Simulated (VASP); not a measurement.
# ZrC in VASP: notebook

Runs on ZrC. Level: PBE. Tasks: single point, relaxation of cell and atoms.

All numbers are computed with VASP 6.6.1; they aren't measurements. Logs are shortened: lines on timing, memory, paths and dates and some standing lists are left out, and cuts for length are marked.

### 1 The cell of the first run

The typed cell holds 4 atoms: a = 3.332 Å, b = 3.331 Å, c = 4.690 Å, α = 90.00°, β = 90.00°, γ = 90.00°.

The cell was generated, and may not be a known phase.

### 2 Single point, PBE

INCAR reads:

```
PREC = Accurate
ENCUT = 520
EDIFF = 1E-7
ISMEAR = 0
SIGMA = 0.1
LREAL = F
LASPH = T
NELM = 60
ALGO = Normal
ISIF = 2
LWAVE = F
LCHARG = T
GGA = PE
LELF = T
LVHAR = T
NBANDS = 24
```

KPOINTS reads:

```
regular mesh
0
Gamma
  4 4 4
```

POSCAR reads:

```
ZrC
1.0
    3.3317515216      0.0000000000      0.0000000000
    0.0000000000      3.3312840746      0.0000000000
    0.0000000000      0.0000000000      4.6902474489
Zr C
2 2
Direct
    0.0000000000      0.0000000000      0.2499819263
    0.5000000000      0.5000000000      0.7500180737
    0.0000000000      0.0000000000      0.7499966305
    0.5000000000      0.5000000000      0.2500033695
```

Potentials or basis: VASP PAW PBE potentials, release 64 (Zr_sv, C).

Launch:

```console
> cat potpaw_PBE.64/Zr_sv/POTCAR potpaw_PBE.64/C/POTCAR > POTCAR
> mpirun -np 1 vasp_std > vasp.out
```

OUTCAR:

```text
PREC = Accurate
   ENCUT = 520
   EDIFF = 1E-7
   ISMEAR = 0
   LREAL = F
   LASPH = T
   NELM = 60
   ISIF = 2
   GGA = PE

 ion  position               nearest neighbor table
   1  0.000  0.000  0.250-   3 2.35   3 2.35   4 2.36   4 2.36   4 2.36   4 2.36   2 3.32   2 3.32
                             2 3.32   2 3.32   2 3.32   2 3.32   2 3.32   2 3.32
   2  0.500  0.500  0.750-   4 2.35   4 2.35   3 2.36   3 2.36   3 2.36   3 2.36   1 3.32   1 3.32
                             1 3.32   1 3.32   1 3.32   1 3.32   1 3.32   1 3.32
   3  0.000  0.000  0.750-   1 2.35   1 2.35   2 2.36   2 2.36   2 2.36   2 2.36
   4  0.500  0.500  0.250-   2 2.35   2 2.35   1 2.36   1 2.36   1 2.36   1 2.36

  LATTYP: Found a simple orthorhombic cell.
 ALAT       =     3.3312840746
 B/A-ratio  =     1.0001403204
 C/A-ratio  =     1.4079398046

  Lattice vectors:

 A1 = (   0.0000000000,  -3.3312840746,   0.0000000000)
 A2 = (   3.3317515216,   0.0000000000,   0.0000000000)
 A3 = (   0.0000000000,   0.0000000000,   4.6902474489)

Analysis of symmetry for initial positions (statically):
=====================================================================
 Subroutine PRICEL returns:
 Original cell was already a primitive cell.

 Routine SETGRP: Setting up the symmetry group for a
 simple orthorhombic supercell.

 Subroutine GETGRP returns: Found  8 space group operations
 (whereof  4 operations were pure point group operations)
 out of a pool of  8 trial point group operations.

The static configuration has the point symmetry C_2v.
 The point group associated with its full space group is D_2h.

Analysis of symmetry for dynamics (positions and initial velocities):
=====================================================================
 Subroutine PRICEL returns:
 Original cell was already a primitive cell.

 Routine SETGRP: Setting up the symmetry group for a
 simple orthorhombic supercell.

 Subroutine GETGRP returns: Found  8 space group operations
 (whereof  4 operations were pure point group operations)
 out of a pool of  8 trial point group operations.

The dynamic configuration has the point symmetry C_2v.
 The point group associated with its full space group is D_2h.

 Subroutine INISYM returns: Found  8 space group operations
 (whereof  4 operations are pure point group operations),
 and found     1 'primitive' translations

----------------------------------------------------------------------------------------

                                     Primitive cell

  volume of cell :      52.0571

  direct lattice vectors                    reciprocal lattice vectors
     3.331751522  0.000000000  0.000000000     0.300142431  0.000000000  0.000000000
     0.000000000  3.331284075  0.000000000     0.000000000  0.300184547  0.000000000
     0.000000000  0.000000000  4.690247449     0.000000000  0.000000000  0.213208367

  length of vectors
     3.331751522  3.331284075  4.690247449     0.300142431  0.300184547  0.213208367

  position of ions in fractional coordinates (direct lattice)
     0.000000000  0.000000000  0.249981926
     0.500000000  0.500000000  0.750018074
     0.000000000  0.000000000  0.749996631
     0.500000000  0.500000000  0.250003369

  ion indices of the primitive-cell ions
   primitive index   ion index
                 1           1
                 2           2
                 3           3
                 4           4

----------------------------------------------------------------------------------------

 KPOINTS: regular mesh

Automatic generation of k-mesh.
 Grid dimensions read from file:
 generate k-points for:    4    4    4

 Generating k-lattice:

  Cartesian coordinates                     Fractional coordinates (reciprocal lattice)
     0.075035608  0.000000000  0.000000000     0.250000000  0.000000000  0.000000000
     0.000000000  0.075046137  0.000000000     0.000000000  0.250000000  0.000000000
     0.000000000  0.000000000  0.053302092     0.000000000  0.000000000  0.250000000

  Length of vectors
     0.075035608  0.075046137  0.053302092

  Shift w.r.t. Gamma in fractional coordinates (k-lattice)
     0.000000000  0.000000000  0.000000000

 Subroutine IBZKPT returns following result:
 ===========================================

 Found     27 irreducible k-points:

 Following reciprocal coordinates:
            Coordinates               Weight
  0.000000  0.000000  0.000000      1.000000
  0.250000  0.000000  0.000000      2.000000
  0.500000  0.000000  0.000000      1.000000
  0.000000  0.250000  0.000000      2.000000
  0.250000  0.250000  0.000000      4.000000
  0.500000  0.250000  0.000000      2.000000
[... 16 lines left out ...]
  0.250000  0.250000  0.500000      4.000000
  0.500000  0.250000  0.500000      2.000000
 [... further k-points ...]
   k-points           NKPTS =     27   k-points in BZ     NKDIM =     27   number of bands    NBANDS=     24
   number of dos      NEDOS =    301   number of ions     NIONS =      4
   total plane-waves  NPLWV =  28224
   dimension x,y,z NGX =    28 NGY =   28 NGZ =   36
   dimension x,y,z NGXF=    56 NGYF=   56 NGZF=   72
   ions per type =               2   2
   NGX,Y,Z   is equivalent  to a cutoff of  13.97, 13.97, 12.76 a.u.
   NGXF,Y,Z  is equivalent  to a cutoff of  27.94, 27.95, 25.52 a.u.
 SYSTEM =  unknown system
   PREC   = accura    normal or accurate (medium, high low for compatibility)
   ISTART =      0    job   : 0-new  1-cont  2-samecut
   ICHARG =      2    charge: 1-file 2-atom 10-const
   ISPIN  =      1    spin polarized calculation?
   LNONCOLLINEAR =      F non collinear calculations
   LSORBIT =      F    spin-orbit coupling
   LASPH  =      T    aspherical Exc in radial PAW
   ENCUT  =  520.0 eV  38.22 Ry    6.18 a.u.   6.19  6.19  8.72*2*pi/ulx,y,z
   NELM   =     60;   NELMIN=  2; NELMDL= -5     # of ELM steps
   EDIFF  = 0.1E-06   stopping-criterion for ELM
   LREAL  =      F    real-space projection
   EDIFFG = 0.1E-05   stopping-criterion for IOM
   NSW    =      0    number of steps for IOM
   IBRION =     -1    ionic relax: 0-MD 1-quasi-New 2-CG
   NFREE  =      0    steps in history (QN), initial steepest desc. (CG)
   ISIF   =      2    stress and relaxation
   ISYM   =      2    0-nonsym 1-usesym 2-fastsym
   POTIM  = 0.5000    time-step for ionic-motion
   TEBEG  =    0.0;   TEEND  =   0.0 temperature during run
   PSTRESS=    0.0 pullay stress
   NELECT =      32.0000    total number of electrons
   NUPDOWN=      -1.0000    fix difference up-down
   EMIN   =  10.00;   EMAX   =-10.00  energy-range for DOS
   EFERMI =   0.00;   METHOD = LEGACY
   ISMEAR =     0;   SIGMA  =   0.10  broadening in eV -4-tet -1-fermi 0-gaus
   EFERMI_NEDOS =   21; number of points for ismear=-14 and -15
   IALGO  =     38    algorithm
   IMIX   =      4    mixing-type and parameters
     AMIX     =   0.40;   BMIX     =  1.00
     AMIX_MAG =   1.60;   BMIX_MAG =  1.00
  volume/ion in A,a.u.               =      13.01        87.82
  Fermi-wavevector in a.u.,A,eV,Ry     =   1.391975  2.630452 26.362578  1.937595
  Thomas-Fermi vector in A             =   2.515762
   LORBIT       =      0    0 simple, 1 ext, 2 COOP (PROOUT), +10 PAW based schemes
   GGA     = PE    functional components
   LHFCALC =     F    Hartree Fock is set to
   AEXX    =    0.0000 exact exchange contribution
   IVDW    =     0    specifies the selected vdW correction
   LEPSILON=     F    determine dielectric tensor
   LRPA    =     F    only Hartree local field effects (RPA)
 non-spin polarized calculation
 Gauss-broadening in eV      SIGMA  =   0.10
  energy-cutoff  :      520.00
  volume of cell :       52.06
 maximum number of plane-waves:      1417
 NGX is ok and might be reduce to    28

 number of electron      31.9999999 magnetization

 Free energy of the ion-electron system (eV)
  ---------------------------------------------------
  ext. energy  EPLUGINS =         0.00000000
  ---------------------------------------------------
  free energy    TOTEN  =       -38.92943802 eV

  energy without entropy =      -38.92358323  energy(sigma->0) =      -38.92651063

 E-fermi :   9.4898     XC(G=0): -12.1232

 val. band max:        9.4891956755   @ k =   0.0000   0.0000   0.2500
 cond. band min:       9.5977543926   @ k =   0.0000   0.0000   0.0000
 fundamental gap:      0.1085587171
 Fermi energy:         9.4898158176

 k-point     1 :       0.0000    0.0000    0.0000
  band No.  band energies     occupation
      1     -38.5161      2.00000
      2     -38.3814      2.00000
      3     -16.9502      2.00000
      4     -16.5174      2.00000
      5     -16.5171      2.00000
      6     -16.2325      2.00000
[... 16 lines left out ...]
     23      14.0285      0.00000
     24      15.2428      0.00000

 k-point     2 :       0.2500    0.0000    0.0000
  band No.  band energies     occupation
      1     -38.4802      2.00000
      2     -38.3846      2.00000
      3     -16.8272      2.00000
      4     -16.7056      2.00000
      5     -16.5111      2.00000
      6     -16.4464      2.00000
[... 16 lines left out ...]
     23      14.9485      0.00000
     24      16.1231      0.00000

 k-point     3 :       0.5000    0.0000    0.0000
  band No.  band energies     occupation
      1     -38.4159      2.00000
      2     -38.4159      2.00000
      3     -16.8312      2.00000
      4     -16.8312      2.00000
      5     -16.5515      2.00000
      6     -16.5515      2.00000
[... 16 lines left out ...]
     23      15.6875      0.00000
     24      15.6875      0.00000
[... 514 lines left out ...]
 k-point    23 :       0.2500    0.2500    0.5000
  band No.  band energies     occupation
      1     -38.4159      2.00000
      2     -38.4159      2.00000
      3     -16.8339      2.00000
      4     -16.8339      2.00000
      5     -16.5584      2.00000
      6     -16.5583      2.00000
[... 16 lines left out ...]
     23      15.6154      0.00000
     24      15.6162      0.00000

 k-point    24 :       0.5000    0.2500    0.5000
  band No.  band energies     occupation
      1     -38.3994      2.00000
      2     -38.3994      2.00000
      3     -16.9457      2.00000
      4     -16.9457      2.00000
      5     -16.5292      2.00000
      6     -16.5292      2.00000
[... 16 lines left out ...]
     23      17.5409      0.00000
     24      17.5409      0.00000

 [... further k-points ...]

------------------------ aborting loop because EDIFF is reached ----------------------------------------

  FORCE on cell =-STRESS in cart. coord.  units (eV):
  Direction    XX          YY          ZZ          XY          YZ          ZX
  --------------------------------------------------------------------------------------
  -------------------------------------------------------------------------------------
  Total        0.1095224      0.1202973      0.1902622      0.0000000      0.0000000      0.0000000
  in kB        3.3708034      3.7024259      5.8557558      0.0000000      0.0000000      0.0000000
  external PRESSURE =       4.3096617 kB  Pullay stress =       0.0000000 kB

 VOLUME and BASIS-vectors are now :
 -----------------------------------------------------------------------------
  energy-cutoff  :      520.00
  volume of cell :       52.06
      direct lattice vectors                 reciprocal lattice vectors
     3.331751522  0.000000000  0.000000000     0.300142431  0.000000000  0.000000000
     0.000000000  3.331284075  0.000000000     0.000000000  0.300184547  0.000000000
     0.000000000  0.000000000  4.690247449     0.000000000  0.000000000  0.213208367

 POSITION                                       TOTAL-FORCE (eV/Angst)
 -----------------------------------------------------------------------------------
      0.00000      0.00000      1.17248         0.000000      0.000000      0.002014
      1.66588      1.66564      3.51777         0.000000      0.000000     -0.002014
      0.00000      0.00000      3.51767         0.000000      0.000000      0.000124
      1.66588      1.66564      1.17258         0.000000      0.000000     -0.000124
 -----------------------------------------------------------------------------------
    total drift:                                0.000000      0.000000      0.000000

  FREE ENERGIE OF THE ION-ELECTRON SYSTEM (eV)
  ---------------------------------------------------
  free  energy   TOTEN  =       -38.9294380202 eV

  energy  without entropy=      -38.9235832337  energy(sigma->0) =      -38.92651063
```

Wall time 55 s (1 thread of Intel Xeon 8259CL, shared host); peak memory 0.18 GiB.

Results:

| Item | Value |
| --- | --- |
| Free energy | -38.9294 eV |
| Pressure | 0.4 GPa |
| Band gap on the k mesh | zero (bands 16 and 17 overlap by 1.31 eV) |

Forces in eV/Å, atoms in the order of the input:
```
Zr   0.000  0.000  0.002
Zr   0.000  0.000 -0.002
C    0.000  0.000  0.000
C    0.000  0.000  0.000
```

Stress tensor (GPa, compression positive):
```
0.34 0.00 0.00
0.00 0.37 0.00
0.00 0.00 0.59
```

Caveat: the k points lie up to 0.47 Å⁻¹ apart, too coarse for converged energies and pressures of a metal.

### 3 Single point, PBE

This run uses another cell than the first one: it holds 2 atoms, not 4.

INCAR reads:

```
ALGO     = Normal         # electronic algorithm
EDIFF    = 1E-7           # SCF threshold, eV
ENCUT    = 520            # plane-wave cutoff, eV
GGA      = PE             # functional
ISIF     = 2              # what is computed and relaxed
ISMEAR   = 0              # smearing method
LASPH    = True           # aspherical terms in the spheres
LCHARG   = False          # write CHGCAR
LREAL    = False          # projectors in reciprocal space
LWAVE    = False          # write WAVECAR
NBANDS   = 15             # bands
NELM     = 60             # most SCF steps
PREC     = Accurate       # precision mode
SIGMA    = 0.1            # smearing width, eV
```

KPOINTS reads:

```
k-points
0
Gamma
  20 20 20
```

POSCAR reads:

```
ZrC
1.0
    0.0000000000      2.3543926388      2.3543926388
    2.3543926388      0.0000000000      2.3543926388
    2.3543926388      2.3543926388      0.0000000000
Zr C
1 1
Direct
    0.0000000000      0.0000000000      0.0000000000
    0.5000000000      0.5000000000      0.5000000000
```

Potentials or basis: VASP PAW PBE potentials, release 64 (Zr_sv, C).

Launch:

```console
> cat potpaw_PBE.64/Zr_sv/POTCAR potpaw_PBE.64/C/POTCAR > POTCAR
> mpirun -np 1 vasp_std > vasp.out
```

Wall time 3.2 min (1 thread of Intel Xeon 8259CL, shared host); peak memory 0.24 GiB.

The run converged. Its results:

| Quantity | Value |
| --- | --- |
| Free energy | -19.4627 eV |
| Pressure | 0.2 GPa |
| Band gap on the k mesh | zero (bands 8 and 9 overlap by 1.31 eV) |

Levels at points of the mesh, in eV from the Fermi level:
| k point | band 5 | band 6 | band 7 | band 8 | band 9 | band 10 | band 11 | band 12 |
| --- | --- | --- | --- | --- | --- | --- | --- | --- |
| (0.00, 0.00, 0.00) | -11.31 | 0.92 | 0.92 | 0.92 | 1.07 | 1.07 | 1.07 | 2.78 |
| (0.50, 0.00, 0.00) | -8.26 | -5.29 | -2.93 | -2.93 | 4.45 | 4.45 | 5.28 | 6.49 |
| (0.50, 0.50, 0.00) | -10.14 | -2.09 | -1.76 | 0.04 | 0.04 | 4.40 | 5.61 | 5.61 |

### 4 Relaxation of cell and atoms, PBE

This run uses another cell than the first one: it holds 2 atoms, not 4.

INCAR reads:

```
SYSTEM = ZrC
PREC = Accurate
ENCUT = 600
EDIFF = 1E-7
ISMEAR = 0
SIGMA = 0.1
LREAL = .FALSE.
LASPH = .TRUE.
NELM = 60
ALGO = Normal
ISIF = 3
LWAVE = .FALSE.
LCHARG = .FALSE.
GGA = PE
IBRION = 2
NSW = 100
EDIFFG = -0.01
```

KPOINTS reads:

```
regular mesh
0
G
  20 20 20
  0 0 0
```

POSCAR reads:

```
ZrC
1.0
    0.0000000000      2.3546315264      2.3546315264
    2.3546315264      0.0000000000      2.3546315264
    2.3546315264      2.3546315264      0.0000000000
Zr C
1 1
Direct
    0.0000000000      0.0000000000      0.0000000000
    0.5000000000      0.5000000000      0.5000000000
```

Launch:

```console
> cat potpaw_PBE.64/Zr_sv/POTCAR potpaw_PBE.64/C/POTCAR > POTCAR
> mpirun -np 1 vasp_std > vasp.out
```

Run time: 2.3 min. Hardware: 1 thread of Intel Xeon 8259CL, shared host; peak memory 0.25 GiB.

It converged, with:

```yaml
Free_energy: -19.4636 eV
Pressure_after_relaxing: 0.1 GPa
Band_gap_on_the_k_mesh: zero (bands 8 and 9 overlap by 1.30 eV)
```

Final structure:
```xyz
2
Lattice="0.0000 2.3546 2.3546 2.3546 0.0000 2.3546 2.3546 2.3546 0.0000" Properties=species:S:1:pos:R:3 pbc="T T T"
Zr    0.0000    0.0000    0.0000
C     2.3546    2.3546    2.3546
```

Levels at points of the mesh, in eV from the Fermi level:
| k point | band 5 | band 6 | band 7 | band 8 | band 9 | band 10 | band 11 | band 12 |
| --- | --- | --- | --- | --- | --- | --- | --- | --- |
| (0.00, 0.00, 0.00) | -11.31 | 0.91 | 0.91 | 0.91 | 1.07 | 1.07 | 1.07 | 2.78 |
| (0.50, 0.00, 0.00) | -8.26 | -5.29 | -2.93 | -2.93 | 4.45 | 4.45 | 5.28 | 6.49 |
| (0.50, 0.50, 0.00) | -10.14 | -2.09 | -1.76 | 0.03 | 0.03 | 4.40 | 5.60 | 5.60 |

Caveat: the relaxation stopped at its first step, so nothing moved.

### 5 The runs side by side

| task | cell | k mesh | cutoff (eV) | gap on the mesh (eV) | pressure (GPa) |
| --- | --- | --- | --- | --- | --- |
| single point | a = 3.332, b = 3.331, c = 4.690 Å, 4 atoms, atomic positions A | 4 × 4 × 4 | 520 | none | 0.4 |
| single point | a = 3.330 Å, angles 60.0°, 2 atoms, atomic positions B | 20 × 20 × 20 | 520 | none | 0.2 |
| relaxation of cell and atoms | relaxed from a = 3.330 Å, angles 60.0°, 2 atoms, atomic positions B | 20 × 20 × 20 | 600 | none | 0.1 |

Alike in all rows: level PBE; potentials or basis VASP PAW PBE potentials, release 64 (Zr_sv, C); no spin polarisation; smearing gaussian 0.1 eV.

Caveats: some runs use coarse meshes; the relaxation stopped at its first step, so nothing moved (at least some runs).

Absolute energies hang on the potentials; compare differences alone.

The gap in the log of VASP goes by the Fermi energy; the results here count the filled bands.